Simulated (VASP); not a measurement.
Here is a VASP 6.6.1 calculation.

The input INCAR:

```
  ALGO = Normal
  EDIFF = 1E-6
  ENCUT = 520
  GGA = PE
  ISIF = 2
  ISMEAR = 0
  IVDW = 12
  LASPH = T
  LCHARG = F
  LREAL = F
  LWAVE = F
  NBANDS = 31
  NELM = 100
  PREC = Accurate
  SIGMA = 0.05
```

Contents of KPOINTS:

```
k-points
0
Gamma
  7 11 3
```

File POSCAR:

```
C
1.0
    0.0000000000      1.4231666446     -3.3613878322
   -2.4649969361      0.0000000000      0.0000000000
    2.2595805248     11.6852990506      2.7405733127
C
10
Direct
    0.2873274073      0.2601022230      0.7201115161
    0.7453580921      0.6507571034      0.0553713855
    0.8808504209      0.3030933833      0.2215564182
    0.0163427497      0.9554296632      0.3877414508
    0.1518350785      0.6077659431      0.5539264834
    0.7901342367      0.2015791765      0.1108136471
   -0.0743734345      0.8539154564      0.2769986797
    0.0611188943      0.5062517363      0.4431837123
    0.1966112231      1.1585880162      0.6093687450
    0.3321035519      0.8109242961      0.7755537776
```

Potentials or basis: VASP PAW PBE potentials, release 64 (C).

Run with:

```bash
$ cat potpaw_PBE.64/C/POTCAR > POTCAR
$ mpirun -np 1 vasp_std > vasp.out
```

Problem. Estimate the dispersion energy per atom.

Solution. -0.139 eV.

Problem. What does it give for the band gap on the k mesh?

Solution. Zero (bands 20 and 21 overlap by 0.06 eV).

Problem. Estimate the largest force.

Solution. 2.466 eV/Å.

Problem. Estimate the pressure.

Solution. -0.9 GPa.

Stress tensor (GPa, compression positive):
```
-0.81 -0.07 -0.04
-0.07 -1.27 -0.13
-0.04 -0.13 -0.65
```

Caveat: the cell differs from its parent crystal (the part above a cut slid along it); forces of over 1 eV/Å act on the atoms, so gaps and moduli don't describe the material at rest.
